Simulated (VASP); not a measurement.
# HfO2: single point with PBE

The system is HfO2.

```
Hf O
1.0
     5.09761    0.00000    0.00000
     0.00000   -5.09761    0.00000
     0.00000    0.00000   -5.09761
Hf O
4 8
Direct
  0.00000 0.00000 0.00000
  0.50000 0.50000 0.00000
  0.50000 0.00000 0.50000
  0.00000 0.50000 0.50000
  0.25000 0.25000 0.25000
  0.75000 0.75000 0.25000
  0.75000 0.25000 0.75000
  0.25000 0.75000 0.75000
  0.75000 0.75000 0.75000
  0.25000 0.25000 0.75000
  0.25000 0.75000 0.25000
  0.75000 0.25000 0.25000
```

```json
{
 "Program": "VASP 6.6.1",
 "Task": "single point",
 "Functional": "PBE",
 "Potentials or basis": "VASP PAW PBE potentials, release 64 (Hf_pv, O)",
 "Cutoff": "520 eV",
 "k mesh": "6 × 6 × 6",
 "Occupations": "gaussian, width 0.05 eV",
 "Spin": "no spin polarisation",
 "Dipole correction": "no",
 "Further INCAR settings": "ALGO = Normal; EDIFF = 1e-06; NBANDS = 56"
}
```

| Quantity | Value |
| --- | --- |
| Pressure | -3.6 GPa |
| Band gap on the k mesh | 3.76 eV |

Levels at points of the mesh, in eV from the valence-band top:
```
           k point  band 41  band 42  band 43  band 44  band 45  band 46  band 47  band 48
(0.00, 0.00, 0.00)    -0.60     0.00     0.00     0.00     3.76     3.76     3.76     3.84
(0.50, 0.00, 0.00)    -0.67    -0.67    -0.20    -0.20     4.43     4.43     4.54     4.54
(0.50, 0.50, 0.00)    -0.70    -0.70    -0.70    -0.70     4.28     4.28     4.28     4.28
(0.50, 0.50, 0.50)    -1.81    -1.81    -1.81    -1.81     4.55     4.55     4.55     4.55
```

Run time: 2.4 min on 1 thread of Intel(R) Xeon(R) Platinum 8259CL CPU @ 2.50GHz (Skylake/Cascade Lake) (shared host), peak memory 0.3 GiB.

Caveat: the cell stands under tension; spin-orbit coupling is left out, which moves the levels of the heavy elements. A k mesh can miss the band edges.
